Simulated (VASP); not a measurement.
# NbSi (Pm-3m) in VASP: further runs, part 2 of 2

VASP 6.6.1. Earlier steps stand in the parts before.

### Step 3. Single point, PBE

This run uses another cell than the first one, of 15.10 Å³/atom, 1.021 times its volume.

Input file INCAR:

```
PREC     = Accurate       # precision mode
ENCUT    = 520            # plane-wave cutoff, eV
EDIFF    = 1E-7           # SCF threshold, eV
ISMEAR   = -1             # smearing method
SIGMA    = 0.05           # smearing width, eV
LREAL    = False          # projectors in reciprocal space
LASPH    = True           # aspherical terms in the spheres
NELM     = 100            # most SCF steps
ALGO     = Normal         # electronic algorithm
ISIF     = 2              # what is computed and relaxed
LWAVE    = False          # write WAVECAR
LCHARG   = True           # write CHGCAR
GGA      = PE             # functional
LELF     = True           # ELF
LVHAR    = True         
NBANDS   = 16             # bands
```

Input file KPOINTS:

```
Automatic mesh
0
Gamma
  8 8 8
```

Input file POSCAR:

```
NbSi
1.0
    3.1137801760      0.0000000000      0.0000000000
    0.0000000000      3.1137801760      0.0000000000
    0.0000000000      0.0000000000      3.1137801760
Nb Si
1 1
Direct
    0.0000000000      0.0000000000      0.0000000000
    0.5000000000      0.5000000000      0.5000000000
```

Potentials or basis: VASP PAW PBE potentials, release 64 (Nb_sv, Si).

The run is started by

```bash
$ cat potpaw_PBE.64/Nb_sv/POTCAR potpaw_PBE.64/Si/POTCAR > POTCAR
$ mpirun -np 1 vasp_std > vasp.out
```

OUTCAR:

```text
PREC = Accurate
   ENCUT = 520
   EDIFF = 1E-7
   ISMEAR = -1
   LREAL = False
   LASPH = True
   NELM = 100
   ISIF = 2
   GGA = PE

 ion  position               nearest neighbor table
   1  0.000  0.000  0.000-   2 2.70   2 2.70   2 2.70   2 2.70   2 2.70   2 2.70   2 2.70   2 2.70

   2  0.500  0.500  0.500-   1 2.70   1 2.70   1 2.70   1 2.70   1 2.70   1 2.70   1 2.70   1 2.70

  LATTYP: Found a simple cubic cell.
 ALAT       =     3.1137801760

  Lattice vectors:

 A1 = (   3.1137801760,   0.0000000000,   0.0000000000)
 A2 = (   0.0000000000,   3.1137801760,   0.0000000000)
 A3 = (   0.0000000000,   0.0000000000,   3.1137801760)

Analysis of symmetry for initial positions (statically):
=====================================================================
 Subroutine PRICEL returns:
 Original cell was already a primitive cell.

 Routine SETGRP: Setting up the symmetry group for a
 simple cubic supercell.

 Subroutine GETGRP returns: Found 48 space group operations
 (whereof 48 operations were pure point group operations)
[... 158 lines left out ...]
  ext. energy  EPLUGINS =         0.00000000
  ---------------------------------------------------
  free energy    TOTEN  =       -15.99697361 eV

  energy without entropy =      -15.97791360  energy(sigma->0) =      -15.98744361

 E-fermi :  11.7024     XC(G=0): -12.2638

 val. band max:       11.6977581711   @ k =   0.2500   0.2500   0.0000
 cond. band min:      11.7139973121   @ k =   0.5000   0.3750   0.0000
 fundamental gap:      0.0162391410
 Fermi energy:        11.7023853848

 k-point     1 :       0.0000    0.0000    0.0000
  band No.  band energies     occupation
      1     -42.8189      2.00000
      2     -18.7242      2.00000
      3     -18.7242      2.00000
      4     -18.7242      2.00000
      5       0.4102      2.00000
      6       8.8951      2.00000
[... 433 lines left out ...]
      3     -19.0676      2.00000
      4     -18.7050      2.00000
      5       3.7466      2.00000
      6       7.6349      2.00000
[... 8 lines left out ...]
     15      22.4495      0.00000
     16      23.8921      0.00000

 [... further k-points ...]
[... 5 lines left out ...]
  --------------------------------------------------------------------------------------
  -------------------------------------------------------------------------------------
  Total        1.3615127      1.3615127      1.3615127      0.0000000      0.0000000      0.0000000
  in kB       72.2550853     72.2550853     72.2550853      0.0000000      0.0000000      0.0000000
  external PRESSURE =      72.2550853 kB  Pullay stress =       0.0000000 kB

 VOLUME and BASIS-vectors are now :
 -----------------------------------------------------------------------------
  energy-cutoff  :      520.00
  volume of cell :       30.19
      direct lattice vectors                 reciprocal lattice vectors
     3.113780176  0.000000000  0.000000000     0.321153050  0.000000000  0.000000000
     0.000000000  3.113780176  0.000000000     0.000000000  0.321153050  0.000000000
     0.000000000  0.000000000  3.113780176     0.000000000  0.000000000  0.321153050

 POSITION                                       TOTAL-FORCE (eV/Angst)
 -----------------------------------------------------------------------------------
      0.00000      0.00000      0.00000         0.000000      0.000000      0.000000
      1.55689      1.55689      1.55689         0.000000      0.000000      0.000000
 -----------------------------------------------------------------------------------
    total drift:                               -0.000000      0.000000      0.000000

  FREE ENERGIE OF THE ION-ELECTRON SYSTEM (eV)
  ---------------------------------------------------
  free  energy   TOTEN  =       -15.9969736077 eV

  energy  without entropy=      -15.9779136028  energy(sigma->0) =      -15.98744361
```

stdout:

```text
POSCAR found type information on POSCAR NbSi
 POSCAR found :  2 types and       2 ions
 scaLAPACK will be used
 LDA part: xc-table for (Slater+PW92), standard interpolation
 POSCAR, INCAR and KPOINTS ok, starting setup
 FFT: planning ... GRIDC
 FFT: planning ... GRID_SOFT
 FFT: planning ... GRID
 WAVECAR not read
 entering main loop
```

Wall time 7.2 s (1 thread of Intel Xeon 6975P-C (Granite Rapids), shared host); peak memory 0.14 GiB.

Results:

| Property | Result |
| --- | --- |
| Free energy | -15.9970 eV |
| Pressure | 7.2 GPa |

Levels at points of the mesh, in eV from the Fermi level:
| k point | band 4 | band 5 | band 6 | band 7 | band 8 | band 9 | band 10 | band 11 | band 12 | band 13 |
| --- | --- | --- | --- | --- | --- | --- | --- | --- | --- | --- |
| (0.00, 0.00, 0.00) | -30.43 | -11.29 | -2.81 | -2.81 | 2.38 | 2.38 | 2.38 | 2.61 | 2.61 | 2.61 |
| (0.50, 0.00, 0.00) | -30.38 | -8.05 | -6.46 | -1.59 | -1.12 | -1.12 | 2.89 | 4.45 | 5.33 | 9.20 |
| (0.50, 0.50, 0.00) | -30.33 | -8.18 | -2.92 | -2.92 | -2.26 | 0.31 | 0.31 | 4.42 | 4.88 | 4.95 |
| (0.50, 0.50, 0.50) | -30.78 | -5.31 | -5.31 | -5.31 | -3.80 | 4.03 | 4.03 | 4.03 | 4.58 | 4.58 |

### Step 4. Single point, PBE

This run uses another cell than the first one, of 15.41 Å³/atom, 1.043 times its volume.

Input file INCAR:

```
SYSTEM = NbSi
PREC = Accurate
ENCUT = 520
EDIFF = 1E-6
ISMEAR = -1
SIGMA = 0.05
LREAL = .False.
LASPH = .True.
NELM = 100
ALGO = Normal
ISIF = 2
LWAVE = .False.
LCHARG = .True.
GGA = PE
LELF = .True.
LVHAR = .True.
NBANDS = 16
```

Input file KPOINTS:

```
regular mesh
0
Gamma
  8 8 8
  0 0 0
```

Input file POSCAR:

```
NbSi
1.0
    3.1352552006      0.0000000000      0.0000000000
    0.0000000000      3.1352552006      0.0000000000
    0.0000000000      0.0000000000      3.1352552006
Nb Si
1 1
Direct
    0.0000000000      0.0000000000      0.0000000000
    0.5000000000      0.5000000000      0.5000000000
```

The run is started by

```bash
$ cat potpaw_PBE.64/Nb_sv/POTCAR potpaw_PBE.64/Si/POTCAR > POTCAR
$ mpirun -np 1 vasp_std > vasp.out
```

It took 5.5 s on 1 thread of Intel Xeon 6975P-C (Granite Rapids), shared host; peak memory 0.14 GiB.

Results (log left out):

| Item | Value |
| --- | --- |
| Free energy | -16.0177 eV |
| Pressure | 3.3 GPa |

Levels at points of the mesh, in eV from the Fermi level:
```
           k point  band 5  band 6  band 7  band 8  band 9  band 10  band 11  band 12
(0.00, 0.00, 0.00)  -11.18   -2.72   -2.72    2.32    2.32     2.32     2.54     2.54
(0.50, 0.00, 0.00)   -8.02   -6.37   -1.54   -1.09   -1.09     2.81     4.33     5.37
(0.50, 0.50, 0.00)   -8.09   -2.90   -2.90   -2.22    0.32     0.32     4.30     4.76
(0.50, 0.50, 0.50)   -5.19   -5.19   -5.19   -3.85    3.94     3.94     3.94     4.45
```

### Step 5. Single point, PBE

This run uses another cell than the first one, of 15.72 Å³/atom, 1.064 times its volume.

Input file INCAR:

```
SYSTEM = NbSi
PREC = Accurate
ENCUT = 520
EDIFF = 1E-6
ISMEAR = -1
SIGMA = 0.05
LREAL = .FALSE.
LASPH = .TRUE.
NELM = 60
ALGO = Normal
ISIF = 2
LWAVE = .FALSE.
LCHARG = .FALSE.
GGA = PE
NBANDS = 16
```

Input file KPOINTS:

```
Automatic mesh
0
G
  8 8 8
  0 0 0
```

Input file POSCAR:

```
NbSi
1.0
    3.1564400000      0.0000000000      0.0000000000
    0.0000000000      3.1564400000      0.0000000000
    0.0000000000      0.0000000000      3.1564400000
Nb Si
1 1
Direct
    0.0000000000      0.0000000000      0.0000000000
    0.5000000000      0.5000000000      0.5000000000
```

The run is started by

```bash
$ cat potpaw_PBE.64/Nb_sv/POTCAR potpaw_PBE.64/Si/POTCAR > POTCAR
$ mpirun -np 1 vasp_std > vasp.out
```

Run time: 6.4 s. Hardware: 1 thread of Intel Xeon 6975P-C (Granite Rapids), shared host; peak memory 0.14 GiB.

The run converged. Its results:

| Quantity | Value |
| --- | --- |
| Free energy | -16.0235 eV |
| Pressure | -0.3 GPa |

Levels at points of the mesh, in eV from the Fermi level:
| k point | band 5 | band 6 | band 7 | band 8 | band 9 | band 10 | band 11 | band 12 |
| --- | --- | --- | --- | --- | --- | --- | --- | --- |
| (0.00, 0.00, 0.00) | -11.06 | -2.64 | -2.64 | 2.27 | 2.27 | 2.27 | 2.48 | 2.48 |
| (0.50, 0.00, 0.00) | -7.99 | -6.28 | -1.49 | -1.07 | -1.07 | 2.73 | 4.21 | 5.41 |
| (0.50, 0.50, 0.00) | -7.99 | -2.88 | -2.88 | -2.17 | 0.33 | 0.33 | 4.18 | 4.58 |
| (0.50, 0.50, 0.50) | -5.08 | -5.08 | -5.08 | -3.90 | 3.87 | 3.87 | 3.87 | 4.32 |

### Step 6. Overview

```tsv
cell	gap on the mesh (eV)	pressure (GPa)
a = 3.092 Å, 2 atoms	none	11.6
a = 3.114 Å, 2 atoms	none	7.2
a = 3.135 Å, 2 atoms	none	3.3
a = 3.156 Å, 2 atoms	none	-0.3
```

Alike in all rows: task single point; level PBE; potentials or basis VASP PAW PBE potentials, release 64 (Nb_sv, Si); no spin polarisation; k mesh 8 × 8 × 8; cutoff (eV) 520; smearing fermi-dirac 0.05 eV.

Absolute energies hang on the potentials; compare differences alone.
